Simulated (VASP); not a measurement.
Input of a VASP 6.6.1 run:

File INCAR:

```
SYSTEM = Si
PREC = Accurate ; ENCUT = 520
EDIFF = 1E-6 ; ISMEAR = 0
SIGMA = 0.03 ; LREAL = .False.
LASPH = .True. ; NELM = 80
ALGO = Normal ; ISIF = 2
LWAVE = .False. ; LCHARG = .True.
LELF = .True. ; LVHAR = .True.
NBANDS = 26
```

The input KPOINTS:

```
regular mesh
0
Gamma
  10 10 3
  0 0 0
```

POSCAR

```
Si
1.0
   -3.8016851185      0.0000000000      0.0000000000
   -1.9008425592     -3.2923558898      0.0000000000
    0.0000000000      0.0000000000     12.5773876662
Si
8
Direct
    0.3333333333      0.3333333333      0.0315180230
    0.3333333333      0.3333333333      0.5315180230
    0.6666666667      0.6666666667      0.2815180230
    0.6666666667      0.6666666667      0.7815180230
    0.3333333333      0.3333333333      0.2184819770
    0.3333333333      0.3333333333      0.7184819770
    0.6666666667      0.6666666667      0.4684819770
    0.6666666667      0.6666666667      0.9684819770
```

Potentials or basis: VASP PAW LDA potentials, release 64 (Si).

Launch:

```bash
$ cat potpaw_LDA.64/Si/POTCAR > POTCAR
$ mpirun -np 1 vasp_std > vasp.out
```

Task: Estimate the pressure.

Result: 0.1 GPa.

Task: Predict the band gap on the k mesh.

Result: 0.27 eV.

Caveat: an odd mesh through Γ misses points on the zone boundary, where band edges can lie.
